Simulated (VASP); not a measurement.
**Te2Mo: single point with LDA**

The system is Te2Mo.

```
CELL_PARAMETERS angstrom
6.29308 0.00000 -0.07716
0.00000 3.43850 0.00000
-0.72503 0.00000 13.35382
ATOMIC_POSITIONS crystal
Te 0.41282 0.00000 0.89524
Te 0.58718 0.50000 0.10476
Te 0.90507 0.50000 0.84705
Te 0.09493 0.00000 0.15295
Te 0.44273 0.50000 0.65238
Te 0.55727 0.00000 0.34762
Te 0.94447 0.00000 0.60510
Te 0.05553 0.50000 0.39490
Mo 0.81811 0.00000 0.99215
Mo 0.18189 0.50000 0.00785
Mo 0.68024 0.50000 0.49347
Mo 0.31976 0.00000 0.50653
```

```yaml
Program: VASP 6.6.1
Task: single point
Functional: LDA
Potentials_or_basis: VASP PAW LDA potentials, release 64 (Te, Mo_sv)
Cutoff: 520 eV
k_mesh: 6 × 10 × 4
Occupations: gaussian, width 0.1 eV
Spin: no spin polarisation
```

The pressure is 0.3 GPa and the largest force is 0.055 eV/Å. The band gap on the k mesh is zero (bands 52 and 53 overlap by 0.46 eV).

Forces in eV/Å, atoms in the order of the input:
```
Te   0.003  0.000 -0.030
Te  -0.003  0.000  0.030
Te   0.004  0.000 -0.055
Te  -0.004  0.000  0.055
Te   0.004  0.000  0.054
Te  -0.004  0.000 -0.054
Te   0.003  0.000  0.029
Te  -0.003  0.000 -0.029
Mo  -0.031  0.000  0.010
Mo   0.031  0.000 -0.010
Mo   0.030  0.000  0.013
Mo  -0.030  0.000 -0.013
```

Stress tensor (GPa, compression positive):
```
0.31 0.00 0.00
0.00 0.24 0.00
0.00 0.00 0.22
```

Levels at points of the mesh, in eV from the Fermi level:
```tsv
k point	band 48	band 49	band 50	band 51	band 52	band 53	band 54	band 55	band 56	band 57
(0.00, 0.00, 0.00)	-0.51	-0.46	-0.23	0.08	0.29	0.38	0.68	0.82	0.95	0.99
(0.50, 0.00, 0.00)	-1.02	-0.99	-0.98	-0.57	-0.48	-0.17	-0.13	0.84	0.85	1.44
(0.00, 0.50, 0.00)	-1.88	-1.70	-1.70	-1.47	-1.47	0.94	0.94	1.12	1.12	1.17
(0.50, 0.50, 0.00)	-1.97	-1.16	-1.16	-1.07	-1.07	0.94	0.94	1.03	1.03	1.72
(0.00, 0.00, 0.50)	-0.74	-0.12	-0.10	0.06	0.15	0.39	0.51	0.86	0.92	1.44
(0.50, 0.00, 0.50)	-1.01	-0.99	-0.98	-0.64	-0.34	-0.09	-0.07	0.78	0.89	1.32
(0.00, 0.50, 0.50)	-1.86	-1.68	-1.68	-1.58	-1.58	0.91	0.91	1.12	1.12	1.21
(0.50, 0.50, 0.50)	-1.96	-1.16	-1.16	-1.06	-1.06	0.96	0.96	0.98	0.98	1.61
```

Wall time 14 min on 4 MPI ranks on Oxide Virtual Turin-like Processor (shared host), peak memory 1.1 GiB a rank.

Caveat: spin-orbit coupling is left out, which moves the levels of the heavy elements.
